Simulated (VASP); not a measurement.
# Au (I4/mmm) in VASP: notebook

Au is run at these levels: r2SCAN; tasks: single point.

Everything below comes from runs of VASP 6.6.1. Logs are shortened: lines on timing, memory, paths and dates and some standing lists are left out, and cuts for length are marked.

**1. The cell of the first run**

It takes space group I4/mmm (No. 139, tetragonal). The conventional cell has a = 3.397 Å, b = 3.397 Å, c = 3.315 Å, α = 90.00°, β = 90.00°, γ = 90.00°. Au (site symmetry 4/mmm) has 14 Au at 2.92 to 3.40 Å within 3.8 Å.

**2. Single point, r2SCAN (strain +0.025 along x and y, +0.000 along z)**

POSCAR

```
Au
1.0
   -1.6987007250      1.6987007250      1.6572690000
    1.6987007250     -1.6987007250      1.6572690000
    1.6987007250      1.6987007250     -1.6572690000
Au
1
Direct
    0.0000000000      0.0000000000      0.0000000000
```

INCAR.step1

```
PREC = Accurate
ENCUT = 520
ISMEAR = 0
SIGMA = 0.15
LREAL = False
LASPH = True
NELM = 100
NBANDS = 12
GGA = PE
ALGO = Normal
EDIFF = 1E-4
LWAVE = True
LCHARG = False
```

INCAR.step2

```
PREC = Accurate
ENCUT = 520
EDIFF = 1E-6
ISMEAR = 0
SIGMA = 0.15
LREAL = False
LASPH = True
NELM = 100
ALGO = Normal
ISIF = 2
LWAVE = False
LCHARG = False
METAGGA = R2SCAN
LMIXTAU = True
NBANDS = 12
ISTART = 1
```

KPOINTS

```
regular mesh
0
Gamma
  20 20 20
```

Potentials or basis: VASP PAW PBE potentials, release 64 (Au).

On the command line:

```console
> cat potpaw_PBE.64/Au/POTCAR > POTCAR
> cp INCAR.step1 INCAR
> mpirun -np 1 vasp_std > vasp.out
> cp INCAR.step2 INCAR
> mpirun -np 1 vasp_std > vasp.out
```

OUTCAR:

```text
PREC = Accurate
   ENCUT = 520
   EDIFF = 1E-6
   ISMEAR = 0
   LREAL = False
   LASPH = True
   NELM = 100
   ISIF = 2
   METAGGA = R2SCAN
   ISTART = 1

 ion  position               nearest neighbor table
   1  0.000  0.000  0.000-

  LATTYP: Found a body centered tetragonal cell.
 ALAT       =     3.3974014500
 C/A-ratio  =     0.9756097561

  Lattice vectors:

 A1 = (  -1.6987007250,   1.6987007250,   1.6572690000)
 A2 = (   1.6987007250,  -1.6987007250,   1.6572690000)
 A3 = (   1.6987007250,   1.6987007250,  -1.6572690000)

Analysis of symmetry for initial positions (statically):
=====================================================================
 Subroutine PRICEL returns:
 Original cell was already a primitive cell.

 Routine SETGRP: Setting up the symmetry group for a
 body centered tetragonal supercell.

 Subroutine GETGRP returns: Found 16 space group operations
 (whereof 16 operations were pure point group operations)
 out of a pool of 16 trial point group operations.

The static configuration has the point symmetry D_4h.

Analysis of symmetry for dynamics (positions and initial velocities):
=====================================================================
 Subroutine PRICEL returns:
 Original cell was already a primitive cell.

 Routine SETGRP: Setting up the symmetry group for a
 body centered tetragonal supercell.

 Subroutine GETGRP returns: Found 16 space group operations
 (whereof 16 operations were pure point group operations)
 out of a pool of 16 trial point group operations.

The dynamic configuration has the point symmetry D_4h.

 Subroutine INISYM returns: Found 16 space group operations
 (whereof 16 operations are pure point group operations),
 and found     1 'primitive' translations

----------------------------------------------------------------------------------------

                                     Primitive cell

  volume of cell :      19.1288

  direct lattice vectors                    reciprocal lattice vectors
    -1.698700725  1.698700725  1.657269000     0.000000000  0.294342607  0.301701172
     1.698700725 -1.698700725  1.657269000     0.294342607  0.000000000  0.301701172
     1.698700725  1.698700725 -1.657269000     0.294342607  0.294342607  0.000000000

  length of vectors
     2.918511409  2.918511409  2.918511409     0.421498716  0.421498716  0.416263307

  position of ions in fractional coordinates (direct lattice)
     0.000000000  0.000000000  0.000000000
[... 78 lines left out ...]
   EDIFFG = 0.1E-04   stopping-criterion for IOM
   NSW    =      0    number of steps for IOM
   IBRION =     -1    ionic relax: 0-MD 1-quasi-New 2-CG
   NFREE  =      0    steps in history (QN), initial steepest desc. (CG)
   ISIF   =      2    stress and relaxation
   ISYM   =      2    0-nonsym 1-usesym 2-fastsym
   POTIM  = 0.5000    time-step for ionic-motion
   TEBEG  =    0.0;   TEEND  =   0.0 temperature during run
   PSTRESS=    0.0 pullay stress
   NELECT =      11.0000    total number of electrons
   NUPDOWN=      -1.0000    fix difference up-down
   EMIN   =  10.00;   EMAX   =-10.00  energy-range for DOS
   EFERMI =   0.00;   METHOD = LEGACY
   ISMEAR =     0;   SIGMA  =   0.15  broadening in eV -4-tet -1-fermi 0-gaus
   EFERMI_NEDOS =   21; number of points for ismear=-14 and -15
   IALGO  =     38    algorithm
   IMIX   =      4    mixing-type and parameters
     AMIX     =   0.40;   BMIX     =  1.00
     AMIX_MAG =   1.60;   BMIX_MAG =  1.00
  volume/ion in A,a.u.               =      19.13       129.09
  Fermi-wavevector in a.u.,A,eV,Ry     =   1.361372  2.572620 25.216136  1.853334
  Thomas-Fermi vector in A             =   2.487954
   LORBIT       =      0    0 simple, 1 ext, 2 COOP (PROOUT), +10 PAW based schemes
   METAGGA = R2SCAN    functional components
   LHFCALC =     F    Hartree Fock is set to
   AEXX    =    0.0000 exact exchange contribution
   IVDW    =     0    specifies the selected vdW correction
   LEPSILON=     F    determine dielectric tensor
   LRPA    =     F    only Hartree local field effects (RPA)
 non-spin polarized calculation
 Gauss-broadening in eV      SIGMA  =   0.15
  energy-cutoff  :      520.00
  volume of cell :       19.13
 maximum number of plane-waves:       537
 NGX is ok and might be reduce to    24
   NGX = 11   NGY = 11   NGZ = 11

 number of electron      11.0000001 magnetization

 Free energy of the ion-electron system (eV)
  ---------------------------------------------------
  ext. energy  EPLUGINS =         0.00000000
  ---------------------------------------------------
  free energy    TOTEN  =       -50.52684154 eV

  energy without entropy =      -50.52228248  energy(sigma->0) =      -50.52456201

 E-fermi :   7.6231     XC(G=0): -12.8155

 val. band max:        7.6149786828   @ k =   0.5000  -0.0000   0.0000
 cond. band min:       7.6433263454   @ k =   0.5000   0.3000   0.1000
 fundamental gap:      0.0283476625
 Fermi energy:         7.6230578059

 k-point     1 :       0.0000    0.0000    0.0000
  band No.  band energies     occupation
      1      -1.3380      2.00000
      2       2.9099      2.00000
      3       3.0484      2.00000
      4       3.0484      2.00000
      5       4.5538      2.00000
      6       4.7119      2.00000
      7      24.7192      0.00000
      8      24.7192      0.00000
      9      25.1559      0.00000
     10      30.4405      0.00000
     11      30.4405      0.00000
     12      31.1376      0.00000
[... 331 lines left out ...]
 k-point    24 :      -0.3500    0.0500   -0.0000
  band No.  band energies     occupation
      1       1.0233      2.00000
      2       2.2961      2.00000
      3       3.8352      2.00000
      4       4.4851      2.00000
      5       4.7406      2.00000
      6       5.1646      2.00000
      7      16.2817      0.00000
      8      21.5175      0.00000
      9      22.8415      0.00000
     10      27.6616      0.00000
     11      28.3338      0.00000
     12      31.2256      0.00000

 [... further k-points ...]
[... 5 lines left out ...]
  --------------------------------------------------------------------------------------
  -------------------------------------------------------------------------------------
  Total       -1.1449305     -1.1449305     -1.1639574      0.0000000      0.0000000      0.0000000
  in kB      -95.8965490    -95.8965490    -97.4901908      0.0000000      0.0000000      0.0000000
  external PRESSURE =     -96.4277630 kB  Pullay stress =       0.0000000 kB

 VOLUME and BASIS-vectors are now :
 -----------------------------------------------------------------------------
  energy-cutoff  :      520.00
  volume of cell :       19.13
      direct lattice vectors                 reciprocal lattice vectors
    -1.698700725  1.698700725  1.657269000     0.000000000  0.294342607  0.301701172
     1.698700725 -1.698700725  1.657269000     0.294342607  0.000000000  0.301701172
     1.698700725  1.698700725 -1.657269000     0.294342607  0.294342607  0.000000000

 POSITION                                       TOTAL-FORCE (eV/Angst)
 -----------------------------------------------------------------------------------
      0.00000      0.00000      0.00000         0.000000     -0.000000      0.000000
 -----------------------------------------------------------------------------------
    total drift:                               -0.000000      0.000000     -0.000000

  FREE ENERGIE OF THE ION-ELECTRON SYSTEM (eV)
  ---------------------------------------------------
  free  energy   TOTEN  =       -50.5268415376 eV

  energy  without entropy=      -50.5222824793  energy(sigma->0) =      -50.52456201
```

Wall time 3.9 min (1 thread of Intel Xeon Platinum 8375C at 2.90GHz (Ice Lake), shared host); peak memory 0.26 GiB.

Results:

```
Free energy : -50.5268 eV
Pressure    : -9.6 GPa
```

Stress tensor (GPa, compression positive):
```
-9.59  0.00  0.00
 0.00 -9.59  0.00
 0.00  0.00 -9.75
```

Caveat: the cell differs from its parent crystal (strain +0.025 along x and y, +0.000 along z); the PAW data sets were made with another functional, which shifts forces and pressure a little; spin-orbit coupling is left out, which moves the levels of the heavy elements.

**3. Single point, r2SCAN (strain +0.050 along x and y, +0.000 along z)**

POSCAR

```
Au
1.0
   -1.7401324500      1.7401324500      1.6572690000
    1.7401324500     -1.7401324500      1.6572690000
    1.7401324500      1.7401324500     -1.6572690000
Au
1
Direct
    0.0000000000      0.0000000000      0.0000000000
```

INCAR.step1

```
PREC = Accurate
ENCUT = 520
ISMEAR = 0
SIGMA = 0.15
LREAL = F
LASPH = T
NELM = 60
NBANDS = 12
GGA = PE
ALGO = Normal
EDIFF = 1E-4
LWAVE = T
LCHARG = F
```

INCAR.step2

```
PREC = Accurate
ENCUT = 520
EDIFF = 1E-6
ISMEAR = 0
SIGMA = 0.15
LREAL = F
LASPH = T
NELM = 60
ALGO = Normal
ISIF = 2
LWAVE = F
LCHARG = F
METAGGA = R2SCAN
LMIXTAU = T
NBANDS = 12
ISTART = 1
```

KPOINTS is that of step 2.

Potentials or basis: VASP PAW PBE potentials, release 64 (Au).

On the command line:

```console
> cat potpaw_PBE.64/Au/POTCAR > POTCAR
> cp INCAR.step1 INCAR
> mpirun -np 1 vasp_std > vasp.out
> cp INCAR.step2 INCAR
> mpirun -np 1 vasp_std > vasp.out
```

OUTCAR:

```text
PREC = Accurate
   ENCUT = 520
   EDIFF = 1E-6
   ISMEAR = 0
   LREAL = F
   LASPH = T
   NELM = 60
   ISIF = 2
   METAGGA = R2SCAN
   ISTART = 1

 ion  position               nearest neighbor table
   1  0.000  0.000  0.000-

  LATTYP: Found a body centered tetragonal cell.
 ALAT       =     3.4802649000
 C/A-ratio  =     0.9523809524

  Lattice vectors:

 A1 = (  -1.7401324500,   1.7401324500,   1.6572690000)
[... 531 lines left out ...]
      2       1.8715      2.00000
      3       3.3739      2.00000
      4       3.9495      2.00000
      5       4.1421      2.00000
      6       4.5594      2.00000
      7      15.4254      0.00000
      8      20.5166      0.00000
      9      21.5703      0.00000
     10      26.3693      0.00000
     11      27.0210      0.00000
     12      30.3656      0.00000

 [... further k-points ...]
[... 5 lines left out ...]
  --------------------------------------------------------------------------------------
  -------------------------------------------------------------------------------------
  Total       -1.6362606     -1.6362606     -1.7038522      0.0000000      0.0000000      0.0000000
  in kB     -130.6006805   -130.6006805   -135.9956109      0.0000000      0.0000000      0.0000000
  external PRESSURE =    -132.3989906 kB  Pullay stress =       0.0000000 kB

 VOLUME and BASIS-vectors are now :
 -----------------------------------------------------------------------------
  energy-cutoff  :      520.00
  volume of cell :       20.07
      direct lattice vectors                 reciprocal lattice vectors
    -1.740132450  1.740132450  1.657269000     0.000000000  0.287334450  0.301701172
     1.740132450 -1.740132450  1.657269000     0.287334450  0.000000000  0.301701172
     1.740132450  1.740132450 -1.657269000     0.287334450  0.287334450  0.000000000

 POSITION                                       TOTAL-FORCE (eV/Angst)
 -----------------------------------------------------------------------------------
      0.00000      0.00000      0.00000         0.000000      0.000000      0.000000
 -----------------------------------------------------------------------------------
    total drift:                                0.000000      0.000000     -0.000000

  FREE ENERGIE OF THE ION-ELECTRON SYSTEM (eV)
  ---------------------------------------------------
  free  energy   TOTEN  =       -50.4599601305 eV

  energy  without entropy=      -50.4550412976  energy(sigma->0) =      -50.45750071
```

Wall time 3.9 min (1 thread of Intel Xeon Platinum 8375C at 2.90GHz (Ice Lake), shared host); peak memory 0.27 GiB.

Results:

```
Free energy : -50.4600 eV
Pressure    : -13.2 GPa
```

Caveat: the cell differs from its parent crystal (strain +0.050 along x and y, +0.000 along z); the PAW data sets were made with another functional, which shifts forces and pressure a little; spin-orbit coupling is left out, which moves the levels of the heavy elements.
